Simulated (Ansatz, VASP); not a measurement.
## Two plane-wave programs on CdS

File INCAR:

```
SYSTEM = CdS
  ALGO = Normal
  EDIFF = 1E-7
  EDIFFG = -0.002
  ENCUT = 600
  IBRION = 2
  ISIF = 3
  ISMEAR = 0
  LASPH = .True.
  LCHARG = .False.
  LREAL = .False.
  LWAVE = .False.
  NELM = 60
  NSW = 100
  PREC = Accurate
  SIGMA = 0.02
```

KPOINTS

```
k-points
0
Gamma
  9 9 4
  0 0 0
```

POSCAR

```
CdS
1.0
    4.1688381000      0.0000000000      0.0000000000
   -2.0844190500      3.6103197000      0.0000000000
    0.0000000000      0.0000000000      6.7796174100
Cd S
2 2
Direct
    0.6666666700      0.3333333300      0.5002243700
    0.3333333300      0.6666666700      0.0002243700
    0.6666666700      0.3333333300      0.8767756300
    0.3333333300      0.6666666700      0.3767756300
```

Input for Ansatz:

```yaml
crystal:
  lattice:
    - [4.1688381, 0.0, 0.0]
    - [-2.08441905, 3.6103197, 0.0]
    - [0.0, 0.0, 6.77961741]
  atoms:
    - { symbol: Cd, position: [0.66666667, 0.33333333, 0.50022437] }
    - { symbol: Cd, position: [0.33333333, 0.66666667, 0.00022437] }
    - { symbol: S, position: [0.66666667, 0.33333333, 0.87677563] }
    - { symbol: S, position: [0.33333333, 0.66666667, 0.37677563] }
basis:
  ecutwfc: 600.0
kpoints:
  mp_grid: { grid: [9, 9, 4] }
hamiltonian:
  xc: lda
  pseudopotentials: { kind: paw, azcp: { folder: soft_1 } }
scf:
  occupations: { method: gaussian, width: 0.02 }
output:
  forces: true
  stress: true
  eigenvalues: true
  write_density: true
  write_potential: true
  elf: true
  volumetric_format: npy
relax:
  adjacent_minimum: "off"
  f_tol: 0.002
  max_steps: 80
  cell: { stress_tol: 0.02 }
```

Alike in both runs: task relaxation of cell and atoms; functional LDA; k mesh 9 × 9 × 4; occupations gaussian, width 0.02 eV; no spin polarisation.

```csv
,VASP,Ansatz
version,VASP 6.6.1,Ansatz 0.2.0
potentials or method,"VASP PAW LDA potentials, release 64 (Cd, S), cutoff 600 eV","scalar-relativistic, plane waves, PAW"
valence electrons in the cell,36,52
```

```csv
,VASP,Ansatz,Ansatz less VASP
"gap on the k mesh at the Fermi level, each at its own relaxed structure (eV)",1.04,1.03,-0.013
relaxed volume (Å³/atom),24.03,23.85,-0.179
relaxed cell length with the largest relative difference (Å),4.085,4.074,-0.0109
```

Ansatz warns that its potentials were made for another functional, while VASP's fit it. LDA's correlation is that of Perdew and Zunger in VASP and of Perdew and Wang (1992) in Ansatz. VASP's potentials hold 36 valence electrons a cell and Ansatz's 52, so a difference there can come from the potentials and not from the codes.
